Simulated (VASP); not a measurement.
Set up this calculation in VASP 6.6.1, as the native input.

```
Task                   : single point
Functional             : PBE
Potentials or basis    : VASP PAW PBE potentials, release 64 (Cd, Se)
Cutoff                 : 520 eV
k mesh                 : 8 × 8 × 8
Occupations            : fermi-dirac, width 0.05 eV
Spin                   : no spin polarisation
Dipole correction      : no
Further INCAR settings : ALGO = Normal; EDIFF = 1e-06; NBANDS = 16
```

The structure of CdSe lies in POSCAR:

```
CdSe
1.0
    3.5568600000      0.0000000000      0.0000000000
    0.0000000000      3.5568600000      0.0000000000
    0.0000000000      0.0000000000      3.5568600000
Cd Se
1 1
Direct
    0.5036530000      0.4952770000      0.5057620000
   -0.0052830000      0.0049680000     -0.0132740000
```

This cell differs from its parent crystal: atoms moved at random.

The input as run:

INCAR

```
SYSTEM = CdSe
  ALGO = Normal
  EDIFF = 1E-6
  ENCUT = 520
  GGA = PE
  ISIF = 2
  ISMEAR = -1
  LASPH = .TRUE.
  LCHARG = .FALSE.
  LREAL = .FALSE.
  LWAVE = .FALSE.
  NBANDS = 16
  NELM = 60
  PREC = Accurate
  SIGMA = 0.05
```

KPOINTS

```
k-points
0
G
  8 8 8
  0 0 0
```

Potentials or basis: VASP PAW PBE potentials, release 64 (Cd, Se).

Command:

```sh
$ cat potpaw_PBE.64/Cd/POTCAR potpaw_PBE.64/Se/POTCAR > POTCAR
$ mpirun -np 1 vasp_std > vasp.out
```

Results of the run:

```
Pressure               : 0.4 GPa
Band gap on the k mesh : zero (band 9 reaches 3.39 eV, above the bottom of band 10 at 2.12 eV)
```

Caveat: the cell differs from its parent crystal (atoms moved at random).

Run time: 2.3 min on 1 thread of Intel(R) Xeon(R) Platinum 8259CL CPU @ 2.50GHz (Skylake/Cascade Lake) (shared host), peak memory 0.31 GiB.
